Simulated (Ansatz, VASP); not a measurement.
## MnV in VASP and in Ansatz

```
CELL_PARAMETERS angstrom
2.99361 0.00000 0.00000
0.00000 2.99361 0.00000
0.00000 0.00000 2.99361
ATOMIC_POSITIONS crystal
Mn 0.00000 0.00000 0.00000
V 0.50000 0.50000 0.50000
```

Change from the starting cell: volume scaled by 1.1, no spin polarisation, PAW files.

Alike in both runs: task single point; functional LDA; k mesh 11 × 11 × 11; occupations fermi-dirac, width 0.05 eV; no spin polarisation.

```csv
,VASP,Ansatz
version,VASP 6.6.1,Ansatz 0.2.0
potentials or method,"VASP PAW LDA potentials, release 64 (Mn_pv, V_sv)","PAW with Ansatz's default frozen-core files, scalar-relativistic"
plane-wave cutoff (eV),520,420
valence electrons in the cell,26,28
```

|  | VASP | Ansatz | Ansatz less VASP |
| --- | --- | --- | --- |
| pressure (GPa) | -35.6 | -35.8 | -0.26 |

LDA's correlation is that of Perdew and Zunger in VASP and of Perdew and Wang (1992) in Ansatz. Both programs put the cell under strong tension, so it lies far from rest at this level. VASP's potentials hold 26 valence electrons a cell and Ansatz's 28, so a difference there can come from the potentials and not from the codes.

Noted on VASP's run: the cell as given lies far from equilibrium.
